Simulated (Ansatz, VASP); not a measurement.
# CuNi5: VASP beside Ansatz

```xyz
6
Lattice="2.4948 0.0000 0.0000 -1.2474 2.1605 0.0000 0.0000 0.0000 12.3375" Properties=species:S:1:pos:R:3 pbc="T T T"
Cu    1.2474    0.7202    0.0000
Ni    0.0000    1.4404   10.2343
Ni    0.0000    1.4404    2.1032
Ni    0.0000    1.4404    6.1687
Ni    1.2474    0.7202    4.1323
Ni    1.2474    0.7202    8.2051
```

Alike in both runs: functional PBE; k mesh 18 × 18 × 4; occupations gaussian, width 0.2 eV; collinear spin.

Ansatz relaxed the structure, and its values are those at the end. VASP's run is a single point on that final structure, the one shown.

|  | VASP | Ansatz |
| --- | --- | --- |
| version | VASP 6.6.1 | Ansatz 0.2.0 |
| potentials or method | VASP PAW PBE potentials, release 64 (Cu, Ni), cutoff 520 eV | scalar-relativistic, plane waves, PAW |
| valence electrons in the cell | 61 | 109 |

Ansatz gave:

- gap on the k mesh at the Fermi level (eV): none
- pressure (GPa): 0.0
- net moment per atom (μB): 0.48
- size of the moment on the site where the two differ most (μB): 0.67

Problem. What did VASP give for the same quantities?

Solution. gap on the k mesh at the Fermi level (eV): none; pressure (GPa): 0.1; net moment per atom (μB): 0.47; size of the moment on the site where the two differ most (μB): 0.63.

Site moments also hang on the region over which each program counts them. A gap of «none» marks a metal or a gap that the smearing closes. With one functional, cell and mesh, what is left measures potentials, basis and numerics. VASP's potentials hold 61 valence electrons a cell and Ansatz's 109, so a difference there can come from the potentials and not from the codes.
